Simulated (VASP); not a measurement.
Input of a VASP 6.6.1 run:

INCAR

```
SYSTEM = AlNi3
PREC = Accurate
ENCUT = 520
EDIFF = 1E-7
ISMEAR = -1
SIGMA = 0.05
LREAL = .False.
LASPH = .True.
NELM = 150
ALGO = Normal
ISIF = 2
LWAVE = .False.
LCHARG = .True.
ISPIN = 2
MAGMOM = 1 1 1 0
LORBIT = 11
LMAXMIX = 4
GGA = CA
LELF = .True.
LVHAR = .True.
NBANDS = 28
```

KPOINTS

```
Automatic mesh
0
Gamma
  8 8 8
  0 0 0
```

The input POSCAR:

```
AlNi3
1.0
    0.0000000000      2.8204448505      2.8204448505
    2.8204448505      0.0000000000      2.8204448505
    2.8204448505      2.8204448505      0.0000000000
Ni Al
3 1
Direct
    0.7500000000      0.7500000000      0.7500000000
    0.0000000000      0.0000000000      0.0000000000
    0.2500000000      0.2500000000      0.2500000000
    0.5000000000      0.5000000000      0.5000000000
```

Potentials or basis: VASP PAW LDA potentials, release 64 (Ni, Al).

The run is started by

```bash
$ cat potpaw_LDA.64/Ni/POTCAR potpaw_LDA.64/Al/POTCAR > POTCAR
$ mpirun -np 1 vasp_std > vasp.out
```

Task: What does it give for the pressure?

Result: -10.6 GPa.

Task: Predict the net moment.

Result: 0.00 μB per cell.
